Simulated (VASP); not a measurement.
# Zr (P6_3/mmc) in VASP: further runs

Runs on Zr. Level: PBEsol. Tasks: single point, relaxation of cell and atoms.

Everything below comes from runs of VASP 6.6.1. Logs are shortened: lines on timing, memory, paths and dates and some standing lists are left out, and cuts for length are marked.

### Step 1. The cell of the first run

It takes space group P6_3/mmc (No. 194, hexagonal). Conventional cell: a = 3.184 Å, b = 3.184 Å, c = 5.118 Å, α = 90.00°, β = 90.00°, γ = 120.00°. Within 4.1 Å of Zr (site symmetry -6m2) lie 12 Zr at 3.15 to 3.18 Å.

### Step 2. Single point, PBEsol

INCAR reads:

```
SYSTEM = Zr
  PREC = Accurate
  ENCUT = 520
  EDIFF = 1E-6
  ISMEAR = -1
  SIGMA = 0.08
  LREAL = .False.
  LASPH = .True.
  NELM = 60
  ALGO = Normal
  ISIF = 2
  LWAVE = .False.
  LCHARG = .True.
  GGA = PS
  LELF = .True.
  LVHAR = .True.
  NBANDS = 19
```

KPOINTS reads:

```
Automatic mesh
0
Gamma
  16 16 8
  0 0 0
```

POSCAR reads:

```
Zr
1.0
    3.1835212137      0.0000000000      0.0000000000
   -1.5917606068      2.7570102446      0.0000000000
    0.0000000000      0.0000000000      5.1184635508
Zr
2
Direct
    0.3333333333      0.6666666667      0.2500000000
    0.6666666667      0.3333333333      0.7500000000
```

Potentials or basis: VASP PAW PBE potentials, release 64 (Zr_sv).

The run is started by

```console
$ cat potpaw_PBE.64/Zr_sv/POTCAR > POTCAR
$ mpirun -np 1 vasp_std > vasp.out
```

OUTCAR:

```text
SYSTEM = Zr
   PREC = Accurate
   ENCUT = 520
   EDIFF = 1E-6
   ISMEAR = -1
   LREAL = .False.
   LASPH = .True.
   NELM = 60
   ISIF = 2
   GGA = PS

 ion  position               nearest neighbor table
   1  0.333  0.667  0.250-   2 3.15   2 3.15   2 3.15   2 3.15   2 3.15   2 3.15
   2  0.667  0.333  0.750-   1 3.15   1 3.15   1 3.15   1 3.15   1 3.15   1 3.15

  LATTYP: Found a hexagonal cell.
 ALAT       =     3.1835212137
 C/A-ratio  =     1.6077994168

  Lattice vectors:

 A1 = (   3.1835212137,   0.0000000000,   0.0000000000)
 A2 = (  -1.5917606068,   2.7570102446,   0.0000000000)
 A3 = (   0.0000000000,   0.0000000000,   5.1184635508)

Analysis of symmetry for initial positions (statically):
=====================================================================
 Subroutine PRICEL returns:
 Original cell was already a primitive cell.

 Routine SETGRP: Setting up the symmetry group for a
 hexagonal supercell.

 Subroutine GETGRP returns: Found 24 space group operations
 (whereof 12 operations were pure point group operations)
 out of a pool of 24 trial point group operations.

The static configuration has the point symmetry D_3d.
 The point group associated with its full space group is D_6h.

Analysis of symmetry for dynamics (positions and initial velocities):
=====================================================================
 Subroutine PRICEL returns:
 Original cell was already a primitive cell.

 Routine SETGRP: Setting up the symmetry group for a
 hexagonal supercell.

 Subroutine GETGRP returns: Found 24 space group operations
 (whereof 12 operations were pure point group operations)
 out of a pool of 24 trial point group operations.

The dynamic configuration has the point symmetry D_3d.
 The point group associated with its full space group is D_6h.

 Subroutine INISYM returns: Found 24 space group operations
 (whereof 12 operations are pure point group operations),
 and found     1 'primitive' translations

----------------------------------------------------------------------------------------

                                     Primitive cell

  volume of cell :      44.9248

  direct lattice vectors                    reciprocal lattice vectors
     3.183521214  0.000000000  0.000000000     0.314117586  0.181355873  0.000000000
[... 76 lines left out ...]
 SYSTEM =  Zr
   PREC   = accura    normal or accurate (medium, high low for compatibility)
   ISTART =      0    job   : 0-new  1-cont  2-samecut
   ICHARG =      2    charge: 1-file 2-atom 10-const
   ISPIN  =      1    spin polarized calculation?
   LNONCOLLINEAR =      F non collinear calculations
   LSORBIT =      F    spin-orbit coupling
   LASPH  =      T    aspherical Exc in radial PAW
   ENCUT  =  520.0 eV  38.22 Ry    6.18 a.u.   5.92  5.92  9.52*2*pi/ulx,y,z
   NELM   =     60;   NELMIN=  2; NELMDL= -5     # of ELM steps
   EDIFF  = 0.1E-05   stopping-criterion for ELM
   LREAL  =      F    real-space projection
   EDIFFG = 0.1E-04   stopping-criterion for IOM
   NSW    =      0    number of steps for IOM
   IBRION =     -1    ionic relax: 0-MD 1-quasi-New 2-CG
   NFREE  =      0    steps in history (QN), initial steepest desc. (CG)
   ISIF   =      2    stress and relaxation
   ISYM   =      2    0-nonsym 1-usesym 2-fastsym
   POTIM  = 0.5000    time-step for ionic-motion
   TEBEG  =    0.0;   TEEND  =   0.0 temperature during run
   PSTRESS=    0.0 pullay stress
   NELECT =      24.0000    total number of electrons
   NUPDOWN=      -1.0000    fix difference up-down
   EMIN   =  10.00;   EMAX   =-10.00  energy-range for DOS
   EFERMI =   0.00;   METHOD = LEGACY
   ISMEAR =    -1;   SIGMA  =   0.08  broadening in eV -4-tet -1-fermi 0-gaus
   EFERMI_NEDOS =   21; number of points for ismear=-14 and -15
   IALGO  =     38    algorithm
   IMIX   =      4    mixing-type and parameters
     AMIX     =   0.40;   BMIX     =  1.00
     AMIX_MAG =   1.60;   BMIX_MAG =  1.00
  volume/ion in A,a.u.               =      22.46       151.58
  Fermi-wavevector in a.u.,A,eV,Ry     =   1.328363  2.510241 24.008125  1.764547
  Thomas-Fermi vector in A             =   2.457606
   LORBIT       =      0    0 simple, 1 ext, 2 COOP (PROOUT), +10 PAW based schemes
   GGA     = PS    functional components
   LHFCALC =     F    Hartree Fock is set to
   AEXX    =    0.0000 exact exchange contribution
   IVDW    =     0    specifies the selected vdW correction
   LEPSILON=     F    determine dielectric tensor
   LRPA    =     F    only Hartree local field effects (RPA)
 non-spin polarized calculation
  energy-cutoff  :      520.00
  volume of cell :       44.92
 maximum number of plane-waves:      1226
 NGX is ok and might be reduce to    24
   NGX = 11   NGY = 11   NGZ = 19

 number of electron      24.0000000 magnetization

 Free energy of the ion-electron system (eV)
  ---------------------------------------------------
  ext. energy  EPLUGINS =         0.00000000
  ---------------------------------------------------
  free energy    TOTEN  =       -18.18435602 eV

  energy without entropy =      -18.14164897  energy(sigma->0) =      -18.16300249

 E-fermi :   9.2488     XC(G=0): -11.3668

 val. band max:        9.2470785242   @ k =   0.3125   0.2500   0.5000
 cond. band min:       9.2524260815   @ k =   0.1250   0.0625   0.0000
 fundamental gap:      0.0053475573
 Fermi energy:         9.2488173366

 k-point     1 :       0.0000    0.0000    0.0000
  band No.  band energies     occupation
      1     -39.3952      2.00000
      2     -39.2204      2.00000
      3     -18.0043      2.00000
      4     -17.0245      2.00000
      5     -17.0245      2.00000
      6     -16.8845      2.00000
[... 505 lines left out ...]
      6     -17.2713      2.00000
[... 11 lines left out ...]
     18      14.3460      0.00000
     19      14.6802      0.00000

 [... further k-points ...]
[... 5 lines left out ...]
  --------------------------------------------------------------------------------------
  -------------------------------------------------------------------------------------
  Total        0.0161127      0.0161127      0.0173835      0.0000000      0.0000000      0.0000000
  in kB        0.5746350      0.5746350      0.6199591      0.0000000      0.0000000      0.0000000
  external PRESSURE =       0.5897430 kB  Pullay stress =       0.0000000 kB

 VOLUME and BASIS-vectors are now :
 -----------------------------------------------------------------------------
  energy-cutoff  :      520.00
  volume of cell :       44.92
      direct lattice vectors                 reciprocal lattice vectors
     3.183521214  0.000000000  0.000000000     0.314117586  0.181355873  0.000000000
    -1.591760607  2.757010245  0.000000000     0.000000000  0.362711746  0.000000000
     0.000000000  0.000000000  5.118463551     0.000000000  0.000000000  0.195371128

 POSITION                                       TOTAL-FORCE (eV/Angst)
 -----------------------------------------------------------------------------------
     -0.00000      1.83801      1.27962         0.000000     -0.000000      0.000000
      1.59176      0.91900      3.83885        -0.000000      0.000000      0.000000
 -----------------------------------------------------------------------------------
    total drift:                                0.000000     -0.000000      0.000000

  FREE ENERGIE OF THE ION-ELECTRON SYSTEM (eV)
  ---------------------------------------------------
  free  energy   TOTEN  =       -18.1843560241 eV

  energy  without entropy=      -18.1416489650  energy(sigma->0) =      -18.16300249
```

OSZICAR:

```text
N       E                     dE             d eps       ncg     rms          rms(c)
DAV:   1     0.217238272440E+03    0.21724E+03   -0.13294E+04  5708   0.126E+03
DAV:   2    -0.282228939814E+01   -0.22006E+03   -0.21578E+03  6634   0.369E+02
DAV:   3    -0.185090147641E+02   -0.15687E+02   -0.15552E+02 10176   0.717E+01
DAV:   4    -0.189522760521E+02   -0.44326E+00   -0.44260E+00  6753   0.122E+01
DAV:   5    -0.189660191580E+02   -0.13743E-01   -0.13740E-01  8432   0.149E+00    0.161E+01
DAV:   6    -0.183115196017E+02    0.65450E+00   -0.96838E-01  6209   0.738E+00    0.647E+00
DAV:   7    -0.181799754169E+02    0.13154E+00   -0.63068E-01  8183   0.514E+00    0.115E+00
DAV:   8    -0.181841750317E+02   -0.41996E-02   -0.35619E-02  7472   0.152E+00    0.235E-01
DAV:   9    -0.181843751547E+02   -0.20012E-03   -0.12837E-03  7690   0.310E-01    0.242E-02
DAV:  10    -0.181843541628E+02    0.20992E-04   -0.42090E-05  8232   0.385E-02    0.218E-02
DAV:  11    -0.181843560042E+02   -0.18414E-05   -0.81651E-06  6336   0.312E-02    0.174E-03
DAV:  12    -0.181843560241E+02   -0.19951E-07   -0.21987E-07  3636   0.353E-03
   1 F= -.18184356E+02 E0= -.18163002E+02  d E =-.427071E-01
```

Wall time 50 s (1 thread of AMD EPYC 9R45 (Zen 5), shared host); peak memory 0.2 GiB.

What came out:

| Quantity | Value |
| --- | --- |
| Free energy | -18.1844 eV |
| Pressure | 0.1 GPa |
| Band gap on the k mesh | zero (band 12 reaches 10.25 eV, above the bottom of band 13 at 8.92 eV) |

Caveat: the PAW data sets were made with another functional, which shifts forces and pressure a little.

### Step 3. Relaxation of cell and atoms, PBEsol

This run uses another cell than the first one, of 23.28 Å³/atom, 1.036 times its volume.

INCAR reads:

```
SYSTEM = Zr
PREC     = Accurate       ! precision mode
ENCUT    = 600            ! plane-wave cutoff, eV
EDIFF    = 1E-6           ! SCF threshold, eV
ISMEAR   = -1             ! smearing method
SIGMA    = 0.08           ! smearing width, eV
LREAL    = .False.        ! projectors in reciprocal space
LASPH    = .True.         ! aspherical terms in the spheres
NELM     = 80             ! most SCF steps
ALGO     = Normal         ! electronic algorithm
ISIF     = 3              ! what is computed and relaxed
LWAVE    = .False.        ! write WAVECAR
LCHARG   = .False.        ! write CHGCAR
GGA      = PS             ! functional
IBRION   = 2              ! ionic algorithm
NSW      = 100            ! ionic steps
EDIFFG   = -0.002         ! ionic threshold
```

KPOINTS reads:

```
regular mesh
0
Gamma
  16 16 8
  0 0 0
```

POSCAR reads:

```
Zr
1.0
    3.2320000000      0.0000000000      0.0000000000
   -1.6160000000      2.7989941050      0.0000000000
    0.0000000000      0.0000000000      5.1470000000
Zr
2
Direct
    0.3333333333      0.6666666667      0.2500000000
    0.6666666667      0.3333333333      0.7500000000
```

Potentials or basis: VASP PAW PBE potentials, release 64 (Zr_sv).

The run is started by

```console
$ cat potpaw_PBE.64/Zr_sv/POTCAR > POTCAR
$ mpirun -np 1 vasp_std > vasp.out
```

Run time: 5.4 min. Hardware: 1 thread of AMD EPYC 9R45 (Zen 5), shared host; peak memory 0.24 GiB.

The run converged. Its results:

- Free energy: -18.1855 eV
- Relaxed volume: 22.48 Å³/atom
- Relaxed cell: a = 3.184 Å, b = 3.184 Å, c = 5.120 Å, α = 90.00°, β = 90.00°, γ = 120.00°
- Space group after relaxing (to 0.05 Å): P6_3/mmc (No. 194)
- Energy gained by relaxing: 8.5 meV/atom
- Ionic steps: 9
- Pressure after relaxing: 0.0 GPa
- Band gap on the k mesh: zero (band 12 reaches 10.24 eV, above the bottom of band 13 at 8.91 eV)

Step by step:
| step | energy change (eV) | largest force (eV/Å) | pressure (GPa) | volume (Å³) |
| --- | --- | --- | --- | --- |
| 1 | 0.0000 | 0.0000 | -3.23 | 46.56 |
| 2 | -0.0003 | 0.0000 | 3.57 | 43.47 |
| 3 | -0.0165 | 0.0000 | 0.01 | 44.98 |
| 4 | -0.0165 | 0.0000 | 0.07 | 44.95 |
| 5 | -0.0169 | 0.0000 | 0.05 | 44.94 |
| 6 | -0.0170 | 0.0000 | 0.04 | 44.94 |
| 7 | -0.0170 | 0.0000 | 0.05 | 44.94 |
| 8 | -0.0170 | 0.0000 | -0.06 | 44.99 |
| 9 | -0.0170 | 0.0000 | -0.01 | 44.96 |

Final structure:
```
CELL_PARAMETERS angstrom
3.18445 0.00000 0.00000
-1.59223 2.75782 0.00000
0.00000 0.00000 5.11962
ATOMIC_POSITIONS crystal
Zr 0.33333 0.66667 0.25000
Zr 0.66667 0.33333 0.75000
```

Levels at points of the mesh, in eV from the Fermi level:
| k point | band 9 | band 10 | band 11 | band 12 | band 13 | band 14 | band 15 | band 16 |
| --- | --- | --- | --- | --- | --- | --- | --- | --- |
| (0.00, 0.00, 0.00) | -5.71 | -3.12 | 0.90 | 0.90 | 0.96 | 1.27 | 1.60 | 1.60 |
| (0.50, 0.00, 0.00) | -2.68 | -2.55 | -2.24 | -0.08 | 0.60 | 0.79 | 1.50 | 5.20 |
| (0.00, 0.00, 0.50) | -3.98 | -3.98 | 0.02 | 0.02 | 0.81 | 0.81 | 0.81 | 0.81 |
| (0.50, 0.00, 0.50) | -2.97 | -2.97 | -1.13 | -1.13 | 1.79 | 1.79 | 2.33 | 2.33 |

Caveat: the PAW data sets were made with another functional, which shifts forces and pressure a little.
